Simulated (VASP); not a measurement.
Wanted: the native input for a VASP 6.6.1 run.

- Task: single point
- Functional: revPBE
- Potentials or basis: VASP PAW PBE potentials, release 64 (Ga_d)
- Cutoff: 520 eV
- k mesh: 13 × 13 × 13
- Occupations: fermi-dirac, width 0.1 eV
- Spin: no spin polarisation
- Dipole correction: no
- Further INCAR settings: ALGO = Normal; EDIFF = 1e-07; NBANDS = 12

The structure of Ga lies in POSCAR:

```
Ga
1.0
    0.0000000000      2.1364979010      2.1364979010
    2.1364979010      0.0000000000      2.1364979010
    2.1364979010      2.1364979010      0.0000000000
Ga
1
Direct
    0.0000000000      0.0000000000      0.0000000000
```

One way to write it, as run:

INCAR

```
SYSTEM = Ga
  ALGO = Normal
  EDIFF = 1E-7
  ENCUT = 520
  GGA = RE
  ISIF = 2
  ISMEAR = -1
  LASPH = .TRUE.
  LCHARG = .TRUE.
  LELF = .TRUE.
  LREAL = .FALSE.
  LVHAR = .TRUE.
  LWAVE = .FALSE.
  NBANDS = 12
  NELM = 60
  PREC = Accurate
  SIGMA = 0.1
```

KPOINTS

```
k-points
0
G
  13 13 13
  0 0 0
```

Potentials or basis: VASP PAW PBE potentials, release 64 (Ga_d).

Command:

```sh
$ cat potpaw_PBE.64/Ga_d/POTCAR > POTCAR
$ mpirun -np 1 vasp_std > vasp.out
```

Results of the run:

- Pressure: 0.1 GPa

Caveat: the PAW data sets were made with another functional, which shifts forces and pressure a little.

Run time: 23 s on 1 thread of AMD EPYC 7R13 Processor (Zen 3) (shared host), peak memory 0.12 GiB.
